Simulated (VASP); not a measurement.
# CrO2 (P6/mmm) in VASP: single point with PBE

Aim: the single point of CrO2 with PBE.

All numbers are computed with VASP 6.6.1; they aren't measurements. Logs are shortened: lines on timing, memory, paths and dates and some standing lists are left out, and cuts for length are marked.

## (1) The cell of the first run

Symmetry: P6/mmm, No. 191, hexagonal system. The conventional cell has a = 3.480 Å, b = 3.480 Å, c = 2.539 Å, α = 90.00°, β = 90.00°, γ = 120.00°. Cr (site symmetry 6/mmm) has 12 O at 2.38 Å and 2 Cr at 2.54 Å within 3.1 Å. Within 2.7 Å of O (site symmetry -6m2) lie 5 O at 2.01 to 2.54 Å and 6 Cr at 2.38 Å.

## (2) Single point, PBE, collinear spin, ferrimagnetic start

INCAR reads:

```
SYSTEM = CrO2
ALGO     = Normal         ! electronic algorithm
EDIFF    = 1E-6           ! SCF threshold, eV
ENCUT    = 520            ! plane-wave cutoff, eV
GGA      = PE             ! functional
ISIF     = 2              ! what is computed and relaxed
ISMEAR   = 0              ! smearing method
ISPIN    = 2              ! spin polarisation
LASPH    = .True.         ! aspherical terms in the spheres
LCHARG   = .False.        ! write CHGCAR
LMAXMIX  = 4              ! l up to which the mixer works
LORBIT   = 11             ! projections on sites
LREAL    = .False.        ! projectors in reciprocal space
LWAVE    = .False.        ! write WAVECAR
MAGMOM   = 2.92 -0.34 -0.34 ! initial moments
NBANDS   = 23             ! bands
NELM     = 150            ! most SCF steps
PREC     = Accurate       ! precision mode
SIGMA    = 0.1            ! smearing width, eV
```

KPOINTS reads:

```
k-points
0
Gamma
  18 18 18
  0 0 0
```

POSCAR reads:

```
CrO2
1.0
    3.4796685206      0.0000000029      0.0000000000
   -1.7398342628      3.0134813341      0.0000000000
    0.0000000000      0.0000000000      2.5392577786
Cr O
1 2
Direct
    0.0000000000      0.0000000000      0.0000000000
    0.3333333333      0.6666666667      0.5000000000
    0.6666666667      0.3333333333      0.5000000000
```

Potentials or basis: VASP PAW PBE potentials, release 64 (Cr_pv, O).

The run is started by

```sh
$ cat potpaw_PBE.64/Cr_pv/POTCAR potpaw_PBE.64/O/POTCAR > POTCAR
$ mpirun -np 1 vasp_std > vasp.out
```

OUTCAR:

```text
SYSTEM = CrO2
   EDIFF = 1E-6
   ENCUT = 520
   GGA = PE
   ISIF = 2
   ISMEAR = 0
   ISPIN = 2
   LASPH = .True.
   LORBIT = 11
   LREAL = .False.
   NELM = 150
   PREC = Accurate

 ion  position               nearest neighbor table
   1  0.000  0.000  0.000-   2 2.38   3 2.38   2 2.38   3 2.38   2 2.38   2 2.38   3 2.38   3 2.38
                             3 2.38   3 2.38   2 2.38   2 2.38
   2  0.333  0.667  0.500-   1 2.38   1 2.38   1 2.38   1 2.38   1 2.38   1 2.38
   3  0.667  0.333  0.500-   1 2.38   1 2.38   1 2.38   1 2.38   1 2.38   1 2.38

  LATTYP: Found a hexagonal cell.
 ALAT       =     3.4796685206
 C/A-ratio  =     0.7297412853

  Lattice vectors:

 A1 = (   3.4796685206,   0.0000000029,   0.0000000000)
 A2 = (  -1.7398342628,   3.0134813341,   0.0000000000)
 A3 = (   0.0000000000,   0.0000000000,   2.5392577786)

Analysis of symmetry for initial positions (statically):
=====================================================================
 Subroutine PRICEL returns:
 Original cell was already a primitive cell.

 Routine SETGRP: Setting up the symmetry group for a
 hexagonal supercell.

 Subroutine GETGRP returns: Found 24 space group operations
 (whereof 24 operations were pure point group operations)
 out of a pool of 24 trial point group operations.

The static configuration has the point symmetry D_6h.

Analysis of symmetry for dynamics (positions and initial velocities):
=====================================================================
 Subroutine PRICEL returns:
 Original cell was already a primitive cell.

 Routine SETGRP: Setting up the symmetry group for a
 hexagonal supercell.

 Subroutine GETGRP returns: Found 24 space group operations
 (whereof 24 operations were pure point group operations)
 out of a pool of 24 trial point group operations.

The dynamic configuration has the point symmetry D_6h.

Analysis of structural, dynamic, and magnetic symmetry:
=====================================================================
 Subroutine PRICEL returns:
 Original cell was already a primitive cell.

 Routine SETGRP: Setting up the symmetry group for a
 hexagonal supercell.

 Subroutine GETGRP returns: Found 24 space group operations
 (whereof 24 operations were pure point group operations)
 out of a pool of 24 trial point group operations.

The overall configuration has the point symmetry D_6h.

 Subroutine INISYM returns: Found 24 space group operations
 (whereof 24 operations are pure point group operations),
 and found     1 'primitive' translations

----------------------------------------------------------------------------------------

                                     Primitive cell

  volume of cell :      26.6264

  direct lattice vectors                    reciprocal lattice vectors
     3.479668521  0.000000003  0.000000000     0.287383696  0.165921054  0.000000000
    -1.739834263  3.013481334  0.000000000    -0.000000000  0.331842108  0.000000000
     0.000000000  0.000000000  2.539257779     0.000000000  0.000000000  0.393815866

  length of vectors
     3.479668521  3.479668521  2.539257779     0.331842108  0.331842108  0.393815866

  position of ions in fractional coordinates (direct lattice)
     0.000000000  0.000000000  0.000000000
     0.333333333  0.666666667  0.500000000
     0.666666667  0.333333333  0.500000000

  ion indices of the primitive-cell ions
   primitive index   ion index
                 1           1
                 2           2
                 3           3

----------------------------------------------------------------------------------------

 KPOINTS: k-points

Automatic generation of k-mesh.
 Grid dimensions read from file:
 generate k-points for:   18   18   18

 Generating k-lattice:

  Cartesian coordinates                     Fractional coordinates (reciprocal lattice)
     0.015965761  0.009217836  0.000000000     0.055555556 -0.000000000  0.000000000
    -0.000000000  0.018435673  0.000000000    -0.000000000  0.055555556  0.000000000
     0.000000000  0.000000000  0.021878659     0.000000000  0.000000000  0.055555556

  Length of vectors
     0.018435673  0.018435673  0.021878659

  Shift w.r.t. Gamma in fractional coordinates (k-lattice)
     0.000000000  0.000000000  0.000000000

 Subroutine IBZKPT returns following result:
 ===========================================

 Found    370 irreducible k-points:

 Following reciprocal coordinates:
            Coordinates               Weight
  0.000000  0.000000  0.000000      1.000000
  0.055556 -0.000000  0.000000      6.000000
  0.111111 -0.000000  0.000000      6.000000
  0.166667 -0.000000  0.000000      6.000000
  0.222222  0.000000  0.000000      6.000000
  0.277778  0.000000  0.000000      6.000000
[... 16 lines left out ...]
  0.333333  0.111111  0.000000     12.000000
  0.388889  0.111111  0.000000     12.000000
 [... further k-points ...]
   k-points           NKPTS =    370   k-points in BZ     NKDIM =    370   number of bands    NBANDS=     23
   number of dos      NEDOS =    301   number of ions     NIONS =      3
   total plane-waves  NPLWV =  15680
   dimension x,y,z NGX =    28 NGY =   28 NGZ =   20
   dimension x,y,z NGXF=    56 NGYF=   56 NGZF=   40
   ions per type =               1   2
   NGX,Y,Z   is equivalent  to a cutoff of  13.38, 13.38, 13.09 a.u.
   NGXF,Y,Z  is equivalent  to a cutoff of  26.75, 26.75, 26.19 a.u.
 SYSTEM =  CrO2
   PREC   = accura    normal or accurate (medium, high low for compatibility)
   ISTART =      0    job   : 0-new  1-cont  2-samecut
   ICHARG =      2    charge: 1-file 2-atom 10-const
   ISPIN  =      2    spin polarized calculation?
   LNONCOLLINEAR =      F non collinear calculations
   LSORBIT =      F    spin-orbit coupling
   LASPH  =      T    aspherical Exc in radial PAW
   ENCUT  =  520.0 eV  38.22 Ry    6.18 a.u.   6.47  6.47  4.72*2*pi/ulx,y,z
   NELM   =    150;   NELMIN=  2; NELMDL= -5     # of ELM steps
   EDIFF  = 0.1E-05   stopping-criterion for ELM
   LREAL  =      F    real-space projection
   EDIFFG = 0.1E-04   stopping-criterion for IOM
   NSW    =      0    number of steps for IOM
   IBRION =     -1    ionic relax: 0-MD 1-quasi-New 2-CG
   NFREE  =      0    steps in history (QN), initial steepest desc. (CG)
   ISIF   =      2    stress and relaxation
   ISYM   =      2    0-nonsym 1-usesym 2-fastsym
   POTIM  = 0.5000    time-step for ionic-motion
   TEBEG  =    0.0;   TEEND  =   0.0 temperature during run
   PSTRESS=    0.0 pullay stress
   NELECT =      24.0000    total number of electrons
   NUPDOWN=      -1.0000    fix difference up-down
   EMIN   =  10.00;   EMAX   =-10.00  energy-range for DOS
   EFERMI =   0.00;   METHOD = LEGACY
   ISMEAR =     0;   SIGMA  =   0.10  broadening in eV -4-tet -1-fermi 0-gaus
   EFERMI_NEDOS =   21; number of points for ismear=-14 and -15
   IALGO  =     38    algorithm
   IMIX   =      4    mixing-type and parameters
     AMIX     =   0.40;   BMIX     =  1.00
     AMIX_MAG =   1.60;   BMIX_MAG =  1.00
  volume/ion in A,a.u.               =       8.88        59.89
  Fermi-wavevector in a.u.,A,eV,Ry     =   1.581397  2.988407 34.025665  2.500816
  Thomas-Fermi vector in A             =   2.681479
   LORBIT       =     11    0 simple, 1 ext, 2 COOP (PROOUT), +10 PAW based schemes
   GGA     = PE    functional components
   LHFCALC =     F    Hartree Fock is set to
   AEXX    =    0.0000 exact exchange contribution
   IVDW    =     0    specifies the selected vdW correction
   LEPSILON=     F    determine dielectric tensor
   LRPA    =     F    only Hartree local field effects (RPA)
 spin polarized calculation
 Gauss-broadening in eV      SIGMA  =   0.10
  energy-cutoff  :      520.00
  volume of cell :       26.63
 maximum number of plane-waves:       754
 NGX is ok and might be reduce to    28
   NGX = 13   NGY = 13   NGZ =  9

 number of electron      23.9999995 magnetization       1.9810144

 Free energy of the ion-electron system (eV)
  ---------------------------------------------------
  ext. energy  EPLUGINS =         0.00000000
  ---------------------------------------------------
  free energy    TOTEN  =       -18.92568349 eV

  energy without entropy =      -18.90978043  energy(sigma->0) =      -18.91773196

 E-fermi :   7.3607     XC(G=0): -12.7224

 val. band max:        7.3604331121   @ k =   0.1111  -0.0000   0.1667
 cond. band min:       7.3613921203   @ k =   0.2222   0.2222   0.2778
 fundamental gap:      0.0009590082
 Fermi energy:         7.3606753737

 spin component 1

 k-point     1 :       0.0000    0.0000    0.0000
  band No.  band energies     occupation
      1     -37.2540      1.00000
      2     -37.2540      1.00000
      3     -36.8976      1.00000
      4     -13.5782      1.00000
      5      -8.0929      1.00000
      6       0.9231      1.00000
[... 15 lines left out ...]
     22      28.9597      0.00000
     23      29.1031      0.00000
[... 575 lines left out ...]
      1     -37.2821      1.00000
      2     -37.2629      1.00000
      3     -36.8955      1.00000
      4     -11.9642      1.00000
      5     -10.4744      1.00000
      6      -0.0292      1.00000
[... 15 lines left out ...]
     22      26.8380      0.00000
     23      27.4257      0.00000

 [... further k-points ...]

 spin component 2

 k-point     1 :       0.0000    0.0000    0.0000
  band No.  band energies     occupation
      1     -34.4878      1.00000
      2     -34.4878      1.00000
      3     -34.3112      1.00000
      4     -14.0317      1.00000
      5      -8.7426      1.00000
      6       0.8079      1.00000
[... 15 lines left out ...]
     22      28.9525      0.00000
     23      29.5417      0.00000
[... 575 lines left out ...]
      1     -34.5229      1.00000
      2     -34.4986      1.00000
      3     -34.3086      1.00000
      4     -12.4706      1.00000
      5     -11.0094      1.00000
      6      -0.2394      1.00000
[... 15 lines left out ...]
     22      27.2013      0.00000
     23      27.7524      0.00000

 [... further k-points ...]
[... 5 lines left out ...]
  --------------------------------------------------------------------------------------
  -------------------------------------------------------------------------------------
  Total        0.0205415      0.0205415      0.0885878      0.0000000     -0.0000000      0.0000000
  in kB        1.2360315      1.2360315      5.3305411      0.0000000     -0.0000000      0.0000000
  external PRESSURE =       2.6008680 kB  Pullay stress =       0.0000000 kB

 VOLUME and BASIS-vectors are now :
 -----------------------------------------------------------------------------
  energy-cutoff  :      520.00
  volume of cell :       26.63
      direct lattice vectors                 reciprocal lattice vectors
     3.479668521  0.000000003  0.000000000     0.287383696  0.165921054  0.000000000
    -1.739834263  3.013481334  0.000000000    -0.000000000  0.331842108  0.000000000
     0.000000000  0.000000000  2.539257779     0.000000000  0.000000000  0.393815866

 POSITION                                       TOTAL-FORCE (eV/Angst)
 -----------------------------------------------------------------------------------
      0.00000      0.00000      0.00000         0.000000      0.000000      0.000000
     -0.00000      2.00899      1.26963         0.000000      0.000000      0.000000
      1.73983      1.00449      1.26963        -0.000000      0.000000     -0.000000
 -----------------------------------------------------------------------------------
    total drift:                               -0.000000      0.000000     -0.000000

  FREE ENERGIE OF THE ION-ELECTRON SYSTEM (eV)
  ---------------------------------------------------
  free  energy   TOTEN  =       -18.9256834892 eV

  energy  without entropy=      -18.9097804265  energy(sigma->0) =      -18.91773196

 total charge

# of ion       s       p       d       tot
------------------------------------------
    1        0.200   6.170   3.999  10.368
    2        1.632   3.210   0.000   4.841
    3        1.632   3.210   0.000   4.841
--------------------------------------------------
tot          3.463  12.589   3.999  20.051

 magnetization (x)

# of ion       s       p       d       tot
------------------------------------------
    1        0.027   0.027   2.529   2.584
    2        0.003  -0.322   0.000  -0.319
    3        0.003  -0.322   0.000  -0.319
--------------------------------------------------
tot          0.033  -0.617   2.529   1.945
```

Run time: 4.5 min. Hardware: 1 thread of Intel Xeon Platinum 8559C (Emerald Rapids), shared host; peak memory 0.41 GiB.

What came out:

* Free energy: -18.9257 eV
* Pressure: 0.3 GPa
* Band gap on the k mesh: zero (filled and empty bands overlap)
* Net moment: 1.98 μB per cell
* Site moments: Cr +2.58; O -0.32 μB
* Valence electrons inside the program's atomic spheres: Cr 10.37; O 4.84

Stress tensor (GPa, compression positive):
```
0.12 0.00 0.00
0.00 0.12 0.00
0.00 0.00 0.53
```

Caveat: a cell with one magnetic atom can't hold antiferromagnetic order, which such compounds often take; semilocal functionals often make such compounds metallic where correlation or magnetic order opens a gap, which also shifts bond lengths.
